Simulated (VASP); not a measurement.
Set up this calculation in VASP 6.6.1, as the native input.

- Task: single point
- Functional: PBE
- Potentials or basis: VASP PAW PBE potentials, release 64 (Ca_sv, Zr_sv)
- Cutoff: 520 eV
- k mesh: 6 × 6 × 4
- Occupations: gaussian, width 0.1 eV
- Spin: no spin polarisation
- Dipole correction: no
- Further INCAR settings: ALGO = Normal; EDIFF = 1e-06; NBANDS = 18

The structure of CaZr lies in POSCAR:

```
CaZr
1.0
    3.3362246318      0.0000000000      0.0000000000
   -1.6681123159      2.8892552839      0.0000000000
    0.0000000000      0.0000000000      5.8599677114
Ca Zr
1 1
Direct
    0.6666666667      0.3333333333      0.0000000000
    0.0000000000      0.0000000000      0.5000000000
```

One way to write it, as run:

INCAR

```
PREC     = Accurate       # precision mode
ENCUT    = 520            # plane-wave cutoff, eV
EDIFF    = 1E-6           # SCF threshold, eV
ISMEAR   = 0              # smearing method
SIGMA    = 0.1            # smearing width, eV
LREAL    = F              # projectors in reciprocal space
LASPH    = T              # aspherical terms in the spheres
NELM     = 60             # most SCF steps
ALGO     = Normal         # electronic algorithm
ISIF     = 2              # what is computed and relaxed
LWAVE    = F              # write WAVECAR
LCHARG   = F              # write CHGCAR
GGA      = PE             # functional
NBANDS   = 18             # bands
```

KPOINTS

```
Automatic mesh
0
Gamma
  6 6 4
```

Potentials or basis: VASP PAW PBE potentials, release 64 (Ca_sv, Zr_sv).

Command:

```sh
$ cat potpaw_PBE.64/Ca_sv/POTCAR potpaw_PBE.64/Zr_sv/POTCAR > POTCAR
$ mpirun -np 1 vasp_std > vasp.out
```

It gave:

- Pressure: 0.1 GPa
- Band gap on the k mesh: zero (bands 11 and 12 overlap by 0.52 eV)

Caveat: the k points lie up to 0.36 Å⁻¹ apart, too coarse for converged energies and pressures of a metal.

Wall time 13 s on 1 thread of Intel(R) Xeon(R) 6975P-C (Granite Rapids), with other jobs on the host, peak memory 0.19 GiB.
